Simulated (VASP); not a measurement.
Wanted: the native input for a VASP 6.6.1 run.

```yaml
Task: single point
Functional: PBE
Dispersion: D3(BJ)
Potentials_or_basis: VASP PAW PBE potentials, release 64 (K_sv)
Cutoff: 520 eV
k_mesh: 14 × 14 × 14
Occupations: gaussian, width 0.1 eV
Spin: no spin polarisation
Dipole_correction: no
Further_INCAR_settings: ALGO = Normal; EDIFF = 1e-06; NBANDS = 10
```

The structure of K lies in POSCAR:

```
K
1.0
    0.0000000000      2.5770271559      2.5770271559
    2.5770271559      0.0000000000      2.5770271559
    2.5770271559      2.5770271559      0.0000000000
K
1
Direct
    0.0000000000      0.0000000000      0.0000000000
```

The input as run:

INCAR

```
SYSTEM = K
PREC = Accurate
ENCUT = 520
EDIFF = 1E-6
ISMEAR = 0
SIGMA = 0.1
LREAL = .FALSE.
LASPH = .TRUE.
NELM = 60
ALGO = Normal
ISIF = 2
LWAVE = .FALSE.
LCHARG = .FALSE.
GGA = PE
IVDW = 12
NBANDS = 10
```

KPOINTS

```
Automatic mesh
0
G
  14 14 14
  0 0 0
```

Potentials or basis: VASP PAW PBE potentials, release 64 (K_sv).

Command:

```console
$ cat potpaw_PBE.64/K_sv/POTCAR > POTCAR
$ mpirun -np 1 vasp_std > vasp.out
```

It gave:

```
Pressure                   : 10.0 GPa
Dispersion energy per atom : -0.240 eV
```

Caveat: pairwise dispersion overbinds metals, which lowers pressure and volume.

Run time: 15 s on 1 thread of Intel(R) Xeon(R) Platinum 8488C (Sapphire Rapids), with other jobs on the host, peak memory 0.18 GiB.
